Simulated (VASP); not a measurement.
V (a cell with a defect): single point with PBE

V (a cell with a defect):

```xyz
17
Lattice="6.0400 0.0000 0.0000 0.0000 6.0400 0.0000 0.0000 0.0000 6.0400" Properties=species:S:1:pos:R:3 pbc="T T T"
V     0.0801   -0.0131    0.0011
V     3.0697   -0.0157   -0.0217
V     0.1269    3.0932    0.0777
V     0.1263   -0.0140    3.0342
V     1.6304    1.4970    1.5124
V     3.0508    3.0557    0.0336
V     2.4737   -0.5168    2.7477
V     4.6397    1.5561    1.3659
V     0.0136    2.9460    3.0404
V     1.4076    4.3417    1.3677
V     1.6245    1.4780    4.5485
V     3.0761    3.0261    3.0452
V     4.5481    4.5753    1.5480
V     4.8683    1.8371    4.9311
V     1.4749    4.4166    4.6267
V     4.5425    4.5139    4.5456
V     3.9880    0.7088    3.4269
```

| Property | Result |
| --- | --- |
| Program | VASP 6.6.1 |
| Task | single point |
| Functional | PBE |
| Potentials or basis | VASP PAW PBE potentials, release 64 (V_sv) |
| Cutoff | 520 eV |
| k mesh | 3 × 3 × 3 |
| Occupations | gaussian, width 0.15 eV |
| Spin | no spin polarisation |

- Pressure: 12.3 GPa
- Largest force: 0.362 eV/Å

Forces on the atoms (eV/Å):
```
V    0.007 -0.009 -0.037
V   -0.003 -0.012 -0.050
V    0.042  0.016  0.060
V   -0.012 -0.008 -0.023
V   -0.029 -0.007 -0.003
V   -0.009 -0.015  0.005
V    0.114 -0.088 -0.279
V   -0.118 -0.163  0.070
V   -0.008 -0.004 -0.019
V   -0.081 -0.068 -0.126
V   -0.032 -0.022 -0.047
V   -0.009  0.013 -0.006
V    0.034  0.030 -0.003
V    0.137  0.172  0.203
V    0.051  0.070 -0.059
V    0.018 -0.030 -0.010
V   -0.105  0.124  0.324
```

Stress tensor (GPa, compression positive):
```
12.37  2.14  1.21
 2.14 12.16  1.62
 1.21  1.62 12.42
```

Levels at points of the mesh, in eV from the Fermi level:
| k point | band 106 | band 107 | band 108 | band 109 | band 110 | band 111 | band 112 | band 113 | band 114 | band 115 |
| --- | --- | --- | --- | --- | --- | --- | --- | --- | --- | --- |
| (0.00, 0.00, 0.00) | 0.05 | 0.22 | 0.27 | 0.30 | 0.34 | 0.45 | 0.64 | 0.64 | 0.70 | 0.74 |

Wall time 29 min on 1 thread of AMD EPYC 7R13 Processor (Zen 3) (shared host), peak memory 0.41 GiB.
